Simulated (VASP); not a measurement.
# ZnCd2Se2S (P-3m1) in VASP: a series of runs, part 2 of 2

VASP 6.6.1. Earlier steps stand in the parts before.

## (3) Single point, PBE

This run uses another cell than the first one, of the same volume but with other edges.

Contents of INCAR:

```
PREC = Accurate
ENCUT = 520
EDIFF = 1E-6
ISMEAR = 0
SIGMA = 0.1
LREAL = False
LASPH = True
NELM = 100
ALGO = Normal
ISIF = 2
LWAVE = False
LCHARG = False
GGA = PE
NBANDS = 36
```

Contents of KPOINTS:

```
Automatic mesh
0
Gamma
  6 6 4
```

Contents of POSCAR:

```
ZnCd2Se2S
1.0
    3.9040254635     -0.0000000025      0.0000000000
   -1.9520127295      3.3809852296      0.0000000000
    0.0000000000      0.0000000000      9.6424512410
Zn Cd Se S
1 2 2 1
Direct
    0.0000000000      0.0000000000      0.5000000000
    0.6666666667      0.3333333333      0.8360420323
    0.3333333333      0.6666666667      0.1639579677
    0.6666666667      0.3333333333      0.3454829611
    0.3333333333      0.6666666667      0.6545170389
    0.0000000000      0.0000000000      0.0000000000
```

Potentials or basis: VASP PAW PBE potentials, release 64 (Zn, Cd, Se, S).

Started as:

```console
> cat potpaw_PBE.64/Zn/POTCAR potpaw_PBE.64/Cd/POTCAR potpaw_PBE.64/Se/POTCAR potpaw_PBE.64/S/POTCAR > POTCAR
> mpirun -np 1 vasp_std > vasp.out
```

OUTCAR:

```text
PREC = Accurate
   ENCUT = 520
   EDIFF = 1E-6
   ISMEAR = 0
   LREAL = False
   LASPH = True
   NELM = 100
   ISIF = 2
   GGA = PE

 ion  position               nearest neighbor table
   1  0.000  0.000  0.500-   4 2.70   5 2.70   5 2.70   4 2.70   4 2.70   5 2.70
   2  0.667  0.333  0.836-   6 2.75   6 2.75   6 2.75   5 2.85   5 2.85   5 2.85
   3  0.333  0.667  0.164-   6 2.75   6 2.75   6 2.75   4 2.85   4 2.85   4 2.85
   4  0.667  0.333  0.345-   1 2.70   1 2.70   1 2.70   3 2.85   3 2.85   3 2.85
   5  0.333  0.667  0.655-   1 2.70   1 2.70   1 2.70   2 2.85   2 2.85   2 2.85
   6  0.000  0.000  0.000-   2 2.75   3 2.75   3 2.75   2 2.75   2 2.75   3 2.75

  LATTYP: Found a hexagonal cell.
 ALAT       =     3.9040254635
 C/A-ratio  =     2.4698740649

  Lattice vectors:

 A1 = (   3.9040254635,  -0.0000000025,   0.0000000000)
 A2 = (  -1.9520127295,   3.3809852296,   0.0000000000)
 A3 = (   0.0000000000,   0.0000000000,   9.6424512410)

Analysis of symmetry for initial positions (statically):
=====================================================================
 Subroutine PRICEL returns:
 Original cell was already a primitive cell.

 Routine SETGRP: Setting up the symmetry group for a
 hexagonal supercell.

 Subroutine GETGRP returns: Found 12 space group operations
 (whereof 12 operations were pure point group operations)
 out of a pool of 24 trial point group operations.

The static configuration has the point symmetry D_3d.

Analysis of symmetry for dynamics (positions and initial velocities):
=====================================================================
 Subroutine PRICEL returns:
 Original cell was already a primitive cell.

 Routine SETGRP: Setting up the symmetry group for a
 hexagonal supercell.

[... 129 lines left out ...]
   IMIX   =      4    mixing-type and parameters
     AMIX     =   0.40;   BMIX     =  1.00
     AMIX_MAG =   1.60;   BMIX_MAG =  1.00
  volume/ion in A,a.u.               =      21.21       143.15
  Fermi-wavevector in a.u.,A,eV,Ry     =   1.230151  2.324648 20.589296  1.513271
  Thomas-Fermi vector in A             =   2.365010
   LORBIT       =      0    0 simple, 1 ext, 2 COOP (PROOUT), +10 PAW based schemes
   GGA     = PE    functional components
   LHFCALC =     F    Hartree Fock is set to
   AEXX    =    0.0000 exact exchange contribution
   IVDW    =     0    specifies the selected vdW correction
   LEPSILON=     F    determine dielectric tensor
   LRPA    =     F    only Hartree local field effects (RPA)
 non-spin polarized calculation
 Gauss-broadening in eV      SIGMA  =   0.10
  energy-cutoff  :      520.00
  volume of cell :      127.28
 maximum number of plane-waves:      3456
 NGX is ok and might be reduce to    30

 number of electron      54.0000007 magnetization

 Free energy of the ion-electron system (eV)
  ---------------------------------------------------
  ext. energy  EPLUGINS =         0.00000000
  ---------------------------------------------------
  free energy    TOTEN  =       -16.43653445 eV

  energy without entropy =      -16.42574569  energy(sigma->0) =      -16.43114007

 E-fermi :   2.8189     XC(G=0): -10.2515

 val. band max:        2.8077615618   @ k =   0.0000   0.1667   0.2500
 cond. band min:       3.2001161342   @ k =   0.0000   0.0000   0.0000
 fundamental gap:      0.3923545723
 Fermi energy:         2.8188628164

 k-point     1 :       0.0000    0.0000    0.0000
  band No.  band energies     occupation
      1     -10.4388      2.00000
      2      -9.6596      2.00000
      3      -9.5848      2.00000
      4      -5.3805      2.00000
      5      -5.3805      2.00000
      6      -5.3021      2.00000
[... 925 lines left out ...]
     35      10.1473      0.00000
     36      10.3915      0.00000

------------------------ aborting loop because EDIFF is reached ----------------------------------------

  FORCE on cell =-STRESS in cart. coord.  units (eV):
  Direction    XX          YY          ZZ          XY          YZ          ZX
  --------------------------------------------------------------------------------------
  -------------------------------------------------------------------------------------
  Total        0.1989741      0.1989741      0.2404295      0.0000000     -0.0000000      0.0000000
  in kB        2.5047468      2.5047468      3.0266002      0.0000000     -0.0000000      0.0000000
  external PRESSURE =       2.6786979 kB  Pullay stress =       0.0000000 kB

 VOLUME and BASIS-vectors are now :
 -----------------------------------------------------------------------------
  energy-cutoff  :      520.00
  volume of cell :      127.28
      direct lattice vectors                 reciprocal lattice vectors
     3.904025464 -0.000000003  0.000000000     0.256145870  0.147885887  0.000000000
    -1.952012730  3.380985230  0.000000000     0.000000000  0.295771774  0.000000000
     0.000000000  0.000000000  9.642451241     0.000000000  0.000000000  0.103708069

 POSITION                                       TOTAL-FORCE (eV/Angst)
 -----------------------------------------------------------------------------------
      0.00000      0.00000      4.82123         0.000000      0.000000      0.000000
      1.95201      1.12700      8.06149        -0.000000     -0.000000      0.008337
      0.00000      2.25399      1.58096        -0.000000      0.000000     -0.008337
      1.95201      1.12700      3.33130        -0.000000     -0.000000      0.021358
      0.00000      2.25399      6.31115         0.000000      0.000000     -0.021358
      0.00000      0.00000      0.00000         0.000000      0.000000      0.000000
 -----------------------------------------------------------------------------------
    total drift:                               -0.000000      0.000000      0.000000

  FREE ENERGIE OF THE ION-ELECTRON SYSTEM (eV)
  ---------------------------------------------------
  free  energy   TOTEN  =       -16.4365344512 eV

  energy  without entropy=      -16.4257456939  energy(sigma->0) =      -16.43114007
```

OSZICAR:

```text
N       E                     dE             d eps       ncg     rms          rms(c)
DAV:   1     0.413696167610E+03    0.41370E+03   -0.25309E+04  1728   0.153E+03
DAV:   2     0.187077056420E+02   -0.39499E+03   -0.37945E+03  1768   0.377E+02
DAV:   3    -0.168738045288E+02   -0.35582E+02   -0.34880E+02  1988   0.111E+02
DAV:   4    -0.177973611584E+02   -0.92356E+00   -0.92035E+00  2064   0.164E+01
DAV:   5    -0.178052204421E+02   -0.78593E-02   -0.78561E-02  2060   0.161E+00    0.100E+01
DAV:   6    -0.164746152062E+02    0.13306E+01   -0.25608E+00  2296   0.216E+01    0.826E+00
DAV:   7    -0.164459279401E+02    0.28687E-01   -0.12013E+00  1916   0.571E+00    0.391E+00
DAV:   8    -0.164387766261E+02    0.71513E-02   -0.12113E-01  1888   0.298E+00    0.577E-01
DAV:   9    -0.164362992525E+02    0.24774E-02   -0.12411E-02  1984   0.108E+00    0.147E-01
DAV:  10    -0.164364434653E+02   -0.14421E-03   -0.15648E-03  2008   0.223E-01    0.841E-02
DAV:  11    -0.164365194993E+02   -0.76034E-04   -0.26517E-04  1916   0.119E-01    0.467E-02
DAV:  12    -0.164365351506E+02   -0.15651E-04   -0.87255E-05  1984   0.727E-02    0.143E-02
DAV:  13    -0.164365349228E+02    0.22776E-06   -0.19191E-05  1984   0.443E-02    0.873E-03
DAV:  14    -0.164365344512E+02    0.47162E-06   -0.13627E-06  1284   0.895E-03
   1 F= -.16436534E+02 E0= -.16431140E+02  d E =-.107888E-01
```

stdout:

```text
POSCAR found type information on POSCAR ZnCdSeS
 POSCAR found :  4 types and       6 ions
 scaLAPACK will be used
 LDA part: xc-table for (Slater+PW92), standard interpolation
 POSCAR, INCAR and KPOINTS ok, starting setup
 FFT: planning ... GRIDC
 FFT: planning ... GRID_SOFT
 FFT: planning ... GRID
 WAVECAR not read
 entering main loop
```

It took 63 s on 1 thread of Intel Xeon 6975P-C (Granite Rapids), shared host; peak memory 0.31 GiB.

What came out:

| Item | Value |
| --- | --- |
| Free energy | -16.4365 eV |
| Pressure | 0.3 GPa |
| Largest force | 0.021 eV/Å |
| Band gap on the k mesh | zero (bands 27 and 28 overlap by 0.49 eV) |

Forces in eV/Å, atoms in the order of the input:
```
Zn   0.000  0.000  0.000
Cd   0.000  0.000  0.008
Cd   0.000  0.000 -0.008
Se   0.000  0.000  0.021
Se   0.000  0.000 -0.021
S    0.000  0.000  0.000
```

Caveat: semilocal functionals underestimate gaps, so a narrow gap can read as zero.
